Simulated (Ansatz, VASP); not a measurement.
# Two plane-wave programs on Sn2Pb3S5

```
Sn Pb S
1.0
    15.10935   -2.09660    0.00000
    15.10935    2.09660    0.00000
    -0.55278    0.00000    4.21555
Sn Pb S
2 3 5
Direct
  0.90285 0.90285 0.92928
  0.10297 0.10297 0.13002
  0.70141 0.70141 0.71528
  0.30264 0.30264 0.31121
  0.50148 0.50148 0.51045
  0.79785 0.79785 0.79320
  0.39919 0.39919 0.36173
  0.99507 0.99507 0.99994
  0.59903 0.59903 0.55150
  0.19512 0.19512 0.19738
```

Change from the starting cell: the structure that the rattled cell fell into.

Alike in both runs: task single point; functional PBE; k mesh 4 × 4 × 4; occupations gaussian, width 0.1 eV; no spin polarisation.

```csv
,VASP,Ansatz
version,VASP 6.6.1,Ansatz 0.2.0
potentials or method,"VASP PAW PBE potentials, release 64 (Sn_d, Pb_d, S), cutoff 520 eV","scalar-relativistic, plane waves, PAW"
valence electrons in the cell,100,100
```

|  | VASP | Ansatz | Ansatz less VASP |
| --- | --- | --- | --- |
| gap on the k mesh at the Fermi level (eV) | 0.19 | 0.19 | -0.001 |
| least direct gap on the mesh (eV) | 0.24 | 0.24 | -0.002 |
| pressure (GPa) | 0.0 | 0.0 | +0.06 |
| traceless stress, the component that is largest in VASP (GPa) | -0.24 | -0.25 | -0.002 |
| rms of the force components (eV/Å) | 0.023 | 0.025 | +0.0019 |

Atom by atom the forces differ by 0.002 eV/Å (rms over components).

Spin-orbit coupling is off throughout.
